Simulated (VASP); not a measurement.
# ZnS (P6_3mc) in VASP: a series of runs

ZnS is run at these levels: PBEsol; tasks: single point.

Everything below comes from runs of VASP 6.6.1. Logs are shortened: lines on timing, memory, paths and dates and some standing lists are left out, and cuts for length are marked.

### Step 1. The cell of the first run

Symmetry: P6_3mc, No. 186, hexagonal system. Conventional cell: a = 3.809 Å, b = 3.809 Å, c = 12.453 Å, α = 90.00°, β = 90.00°, γ = 120.00°. Zn (site symmetry 3m) has 4 S at 2.33 to 2.34 Å within 3.1 Å. Zn (site symmetry 3m) has 4 S at 2.33 Å within 3.1 Å. S (site symmetry 3m) has 4 Zn at 2.33 to 2.34 Å within 3.1 Å. S (site symmetry 3m) has 4 Zn at 2.33 Å within 3.1 Å.

### Step 2. Single point, PBEsol

Input file INCAR:

```
SYSTEM = ZnS
ALGO = Normal ; EDIFF = 1E-6
ENCUT = 500 ; GGA = PS
GGA_COMPAT = .FALSE. ; ISIF = 2
ISMEAR = 0 ; LASPH = .TRUE.
LCHARG = .FALSE. ; LREAL = .FALSE.
LWAVE = .FALSE. ; NBANDS = 46
NELM = 120 ; PREC = Accurate
SIGMA = 0.1
```

Input file KPOINTS:

```
k-points
0
G
  6 6 2
  0 0 0
```

Input file POSCAR:

```
ZnS
1.0
    3.8089500615      0.0000000000      0.0000000000
   -1.9044750307      3.2986475150      0.0000000000
    0.0000000000      0.0000000000     12.4525986900
Zn S
4 4
Direct
    0.6666666700      0.3333333300      0.7499255000
    0.3333333300      0.6666666700      0.2499255000
    0.0000000000      0.0000000000      0.5000013000
    0.0000000000      0.0000000000      0.0000013000
    0.6666666700      0.3333333300      0.9377315200
    0.3333333300      0.6666666700      0.4377315200
    0.0000000000      0.0000000000      0.6873406800
    0.0000000000      0.0000000000      0.1873406800
```

Potentials or basis: VASP PAW PBE potentials, release 64 (Zn, S).

Started as:

```bash
$ cat potpaw_PBE.64/Zn/POTCAR potpaw_PBE.64/S/POTCAR > POTCAR
$ mpirun -np 1 vasp_std > vasp.out
```

OUTCAR:

```text
SYSTEM = ZnS
   EDIFF = 1E-6
   ENCUT = 500
   GGA = PS
   ISIF = 2
   ISMEAR = 0
   LASPH = .TRUE.
   LREAL = .FALSE.
   NELM = 120
   PREC = Accurate

 ion  position               nearest neighbor table
   1  0.667  0.333  0.750-   7 2.33   7 2.33   7 2.33   5 2.34
   2  0.333  0.667  0.250-   8 2.33   8 2.33   8 2.33   6 2.34
   3  0.000  0.000  0.500-   6 2.33   6 2.33   6 2.33   7 2.33
   4  0.000  0.000  0.000-   5 2.33   5 2.33   5 2.33   8 2.33
   5  0.667  0.333  0.938-   4 2.33   4 2.33   4 2.33   1 2.34
   6  0.333  0.667  0.438-   3 2.33   3 2.33   3 2.33   2 2.34
   7  0.000  0.000  0.687-   3 2.33   1 2.33   1 2.33   1 2.33
   8  0.000  0.000  0.187-   4 2.33   2 2.33   2 2.33   2 2.33

  LATTYP: Found a hexagonal cell.
 ALAT       =     3.8089500615
 C/A-ratio  =     3.2692995416

  Lattice vectors:

 A1 = (   3.8089500615,   0.0000000000,   0.0000000000)
 A2 = (  -1.9044750307,   3.2986475150,   0.0000000000)
 A3 = (   0.0000000000,   0.0000000000,  12.4525986900)

Analysis of symmetry for initial positions (statically):
=====================================================================
 Subroutine PRICEL returns:
 Original cell was already a primitive cell.

 Routine SETGRP: Setting up the symmetry group for a
 hexagonal supercell.

 Subroutine GETGRP returns: Found 12 space group operations
 (whereof  6 operations were pure point group operations)
 out of a pool of 24 trial point group operations.

The static configuration has the point symmetry C_3v.
 The point group associated with its full space group is C_6v.

Analysis of symmetry for dynamics (positions and initial velocities):
=====================================================================
 Subroutine PRICEL returns:
 Original cell was already a primitive cell.

 Routine SETGRP: Setting up the symmetry group for a
 hexagonal supercell.

 Subroutine GETGRP returns: Found 12 space group operations
 (whereof  6 operations were pure point group operations)
 out of a pool of 24 trial point group operations.

The dynamic configuration has the point symmetry C_3v.
 The point group associated with its full space group is C_6v.

 Subroutine INISYM returns: Found 12 space group operations
 (whereof  6 operations are pure point group operations),
 and found     1 'primitive' translations

[... 97 lines left out ...]
   EDIFFG = 0.1E-04   stopping-criterion for IOM
   NSW    =      0    number of steps for IOM
   IBRION =     -1    ionic relax: 0-MD 1-quasi-New 2-CG
   NFREE  =      0    steps in history (QN), initial steepest desc. (CG)
   ISIF   =      2    stress and relaxation
   ISYM   =      2    0-nonsym 1-usesym 2-fastsym
   POTIM  = 0.5000    time-step for ionic-motion
   TEBEG  =    0.0;   TEEND  =   0.0 temperature during run
   PSTRESS=    0.0 pullay stress
   NELECT =      72.0000    total number of electrons
   NUPDOWN=      -1.0000    fix difference up-down
   EMIN   =  10.00;   EMAX   =-10.00  energy-range for DOS
   EFERMI =   0.00;   METHOD = LEGACY
   ISMEAR =     0;   SIGMA  =   0.10  broadening in eV -4-tet -1-fermi 0-gaus
   EFERMI_NEDOS =   21; number of points for ismear=-14 and -15
   IALGO  =     38    algorithm
   IMIX   =      4    mixing-type and parameters
     AMIX     =   0.40;   BMIX     =  1.00
     AMIX_MAG =   1.60;   BMIX_MAG =  1.00
  volume/ion in A,a.u.               =      19.56       131.98
  Fermi-wavevector in a.u.,A,eV,Ry     =   1.263917  2.388457 21.735124  1.597487
  Thomas-Fermi vector in A             =   2.397249
   LORBIT       =      0    0 simple, 1 ext, 2 COOP (PROOUT), +10 PAW based schemes
   GGA     = PS    functional components
   LHFCALC =     F    Hartree Fock is set to
   AEXX    =    0.0000 exact exchange contribution
   IVDW    =     0    specifies the selected vdW correction
   LEPSILON=     F    determine dielectric tensor
   LRPA    =     F    only Hartree local field effects (RPA)
 non-spin polarized calculation
 Gauss-broadening in eV      SIGMA  =   0.10
  energy-cutoff  :      500.00
  volume of cell :      156.46
 maximum number of plane-waves:      3986
 NGX is ok and might be reduce to    28
   NGX = 13   NGY = 13   NGZ = 45

 number of electron      71.9999973 magnetization

 Free energy of the ion-electron system (eV)
  ---------------------------------------------------
  ext. energy  EPLUGINS =         0.00000000
  ---------------------------------------------------
  free energy    TOTEN  =       -30.33033415 eV

  energy without entropy =      -30.33033415  energy(sigma->0) =      -30.33033415

 E-fermi :   2.5262     XC(G=0):  -9.8861

 val. band max:        2.1021996841   @ k =   0.0000   0.0000   0.0000
 cond. band min:       4.1562862655   @ k =   0.0000   0.0000   0.0000
 fundamental gap:      2.0540865814
 Fermi energy:         2.5262335361

 k-point     1 :       0.0000    0.0000    0.0000
  band No.  band energies     occupation
      1     -11.1247      2.00000
      2     -10.6921      2.00000
      3     -10.6805      2.00000
      4     -10.1594      2.00000
      5      -4.3039      2.00000
      6      -4.2997      2.00000
[... 675 lines left out ...]
     45       9.5136      0.00000
     46       9.5136      0.00000

------------------------ aborting loop because EDIFF is reached ----------------------------------------

  FORCE on cell =-STRESS in cart. coord.  units (eV):
  Direction    XX          YY          ZZ          XY          YZ          ZX
  --------------------------------------------------------------------------------------
  -------------------------------------------------------------------------------------
  Total       -1.1425326     -1.1425326     -1.1124774     -0.0000000      0.0000000      0.0000000
  in kB      -11.6997881    -11.6997881    -11.3920165     -0.0000000      0.0000000      0.0000000
  external PRESSURE =     -11.5971975 kB  Pullay stress =       0.0000000 kB

 VOLUME and BASIS-vectors are now :
 -----------------------------------------------------------------------------
  energy-cutoff  :      500.00
  volume of cell :      156.46
      direct lattice vectors                 reciprocal lattice vectors
     3.808950062  0.000000000  0.000000000     0.262539541  0.151577275  0.000000000
    -1.904475031  3.298647515  0.000000000     0.000000000  0.303154549  0.000000000
     0.000000000  0.000000000 12.452598690     0.000000000  0.000000000  0.080304523

 POSITION                                       TOTAL-FORCE (eV/Angst)
 -----------------------------------------------------------------------------------
      1.90448      1.09955      9.33852         0.000000      0.000000      0.010858
     -0.00000      2.19910      3.11222         0.000000      0.000000      0.010858
      0.00000      0.00000      6.22632        -0.000000      0.000000      0.008635
      0.00000      0.00000      0.00002         0.000000      0.000000      0.008635
      1.90448      1.09955     11.67719         0.000000      0.000000     -0.012283
     -0.00000      2.19910      5.45089        -0.000000     -0.000000     -0.012283
      0.00000      0.00000      8.55918         0.000000      0.000000     -0.007210
      0.00000      0.00000      2.33288         0.000000     -0.000000     -0.007210
 -----------------------------------------------------------------------------------
    total drift:                               -0.000001     -0.000002     -0.000989

  FREE ENERGIE OF THE ION-ELECTRON SYSTEM (eV)
  ---------------------------------------------------
  free  energy   TOTEN  =       -30.3303341529 eV

  energy  without entropy=      -30.3303341529  energy(sigma->0) =      -30.33033415
```

OSZICAR:

```text
N       E                     dE             d eps       ncg     rms          rms(c)
DAV:   1     0.576482802186E+03    0.57648E+03   -0.32385E+04  1288   0.185E+03
DAV:   2     0.460699665478E+02   -0.53041E+03   -0.51097E+03  1288   0.428E+02
DAV:   3    -0.283736287147E+02   -0.74444E+02   -0.73060E+02  1422   0.150E+02
DAV:   4    -0.319007693296E+02   -0.35271E+01   -0.35133E+01  1568   0.325E+01
DAV:   5    -0.319542266991E+02   -0.53457E-01   -0.53433E-01  1526   0.412E+00    0.136E+01
DAV:   6    -0.303029950349E+02    0.16512E+01   -0.39433E+00  1868   0.450E+01    0.104E+01
DAV:   7    -0.303918459976E+02   -0.88851E-01   -0.41505E+00  1444   0.825E+00    0.391E+00
DAV:   8    -0.303347832460E+02    0.57063E-01   -0.19550E-01  1662   0.399E+00    0.104E+00
DAV:   9    -0.303300314990E+02    0.47517E-02   -0.71108E-02  1654   0.262E+00    0.316E-01
DAV:  10    -0.303300513481E+02   -0.19849E-04   -0.33800E-03  1574   0.695E-01    0.205E-01
DAV:  11    -0.303303404744E+02   -0.28913E-03   -0.10485E-03  1814   0.337E-01    0.742E-02
DAV:  12    -0.303303257183E+02    0.14756E-04   -0.26108E-04  1606   0.358E-01    0.210E-02
DAV:  13    -0.303303307279E+02   -0.50096E-05   -0.53303E-05  1742   0.770E-02    0.153E-02
DAV:  14    -0.303303336908E+02   -0.29630E-05   -0.95016E-06  1410   0.334E-02    0.659E-03
DAV:  15    -0.303303341529E+02   -0.46205E-06   -0.25513E-06  1110   0.161E-02
   1 F= -.30330334E+02 E0= -.30330334E+02  d E =-.249609E-10
```

stdout:

```text
POSCAR found type information on POSCAR ZnS
 POSCAR found :  2 types and       8 ions
 scaLAPACK will be used
 -----------------------------------------------------------------------------
|                                                                             |
|                                                                             |
|     You enforced a specific xc type in the INCAR file but a different       |
|     I HOPE YOU KNOW WHAT YOU ARE DOING!                                     |
|                                                                             |
 -----------------------------------------------------------------------------

 LDA part: xc-table for (Slater+PW92), standard interpolation
 POSCAR, INCAR and KPOINTS ok, starting setup
 FFT: planning ... GRIDC
 FFT: planning ... GRID_SOFT
 FFT: planning ... GRID
 WAVECAR not read
 entering main loop
```

Wall time 2.5 min (1 thread of Oxide Virtual Turin-like, shared host); peak memory 0.25 GiB.

Results:

- Free energy: -30.3303 eV
- Pressure: -1.2 GPa
- Largest force: 0.012 eV/Å
- Band gap on the k mesh: 2.05 eV

Forces on the atoms (eV/Å):
```
Zn   0.000  0.000  0.011
Zn   0.000  0.000  0.011
Zn   0.000  0.000  0.009
Zn   0.000  0.000  0.009
S    0.000  0.000 -0.012
S    0.000  0.000 -0.012
S    0.000  0.000 -0.007
S    0.000  0.000 -0.007
```

Levels at points of the mesh, in eV from the valence-band top:
```
           k point  band 33  band 34  band 35  band 36  band 37  band 38  band 39  band 40
(0.00, 0.00, 0.00)    -0.47    -0.03     0.00     0.00     2.05     3.09     3.30     3.55
(0.50, 0.00, 0.00)    -1.64    -1.61    -1.14    -0.90     3.19     3.22     3.64     4.22
(0.00, 0.00, 0.50)    -0.15    -0.15    -0.15    -0.15     2.92     2.92     3.22     3.22
(0.50, 0.00, 0.50)    -1.55    -1.55    -1.13    -1.13     3.57     3.57     3.92     3.92
```

Caveat: the PAW data sets were made with another functional, which shifts forces and pressure a little.

### Step 3. Single point, PBEsol

This run uses another cell than the first one, of 19.21 Å³/atom.

Input file INCAR:

```
PREC = Accurate
ENCUT = 500
EDIFF = 1E-6
ISMEAR = 0
SIGMA = 0.02
LREAL = F
LASPH = T
NELM = 120
ALGO = Normal
ISIF = 2
LWAVE = F
LCHARG = F
GGA = PS
NBANDS = 46
GGA_COMPAT = F
```

Input file KPOINTS:

```
regular mesh
0
Gamma
  12 12 4
```

Input file POSCAR:

```
ZnS
1.0
    3.7844744189      0.0000000000      0.0000000000
   -1.8922372094      3.2774509868      0.0000000000
    0.0000000000      0.0000000000     12.3913828663
Zn S
4 4
Direct
    0.6666666667      0.3333333333      0.7500529876
    0.3333333333      0.6666666667      0.2500529876
    0.0000000000      0.0000000000      0.5001249088
    0.0000000000      0.0000000000      0.0001249088
    0.6666666667      0.3333333333      0.9375898252
    0.3333333333      0.6666666667      0.4375898252
    0.0000000000      0.0000000000      0.6872312784
    0.0000000000      0.0000000000      0.1872312784
```

Potentials or basis: VASP PAW PBE potentials, release 64 (Zn, S).

Started as:

```bash
$ cat potpaw_PBE.64/Zn/POTCAR potpaw_PBE.64/S/POTCAR > POTCAR
$ mpirun -np 1 vasp_std > vasp.out
```

Run time: 7.7 min. Hardware: 1 thread of Oxide Virtual Turin-like, shared host; peak memory 0.4 GiB.

It converged, with:

```yaml
Free_energy: -30.3456 eV
Pressure: 0.2 GPa
Band_gap_on_the_k_mesh: 2.13 eV
```

Forces on the atoms (eV/Å):
```
Zn   0.000  0.000  0.002
Zn   0.000  0.000  0.002
Zn   0.000  0.000  0.003
Zn   0.000  0.000  0.003
S    0.000  0.000 -0.003
S    0.000  0.000 -0.003
S    0.000  0.000 -0.002
S    0.000  0.000 -0.002
```

Levels at points of the mesh, in eV from the valence-band top:
```csv
k point,band 33,band 34,band 35,band 36,band 37,band 38,band 39,band 40
"(0.00, 0.00, 0.00)",-0.49,-0.04,0.00,0.00,2.13,3.13,3.35,3.61
"(0.50, 0.00, 0.00)",-1.69,-1.67,-1.18,-0.92,3.19,3.20,3.63,4.22
"(0.00, 0.00, 0.50)",-0.15,-0.15,-0.15,-0.15,3.00,3.00,3.26,3.26
"(0.50, 0.00, 0.50)",-1.60,-1.60,-1.17,-1.17,3.56,3.56,3.93,3.93
```

Caveat: the PAW data sets were made with another functional, which shifts forces and pressure a little.
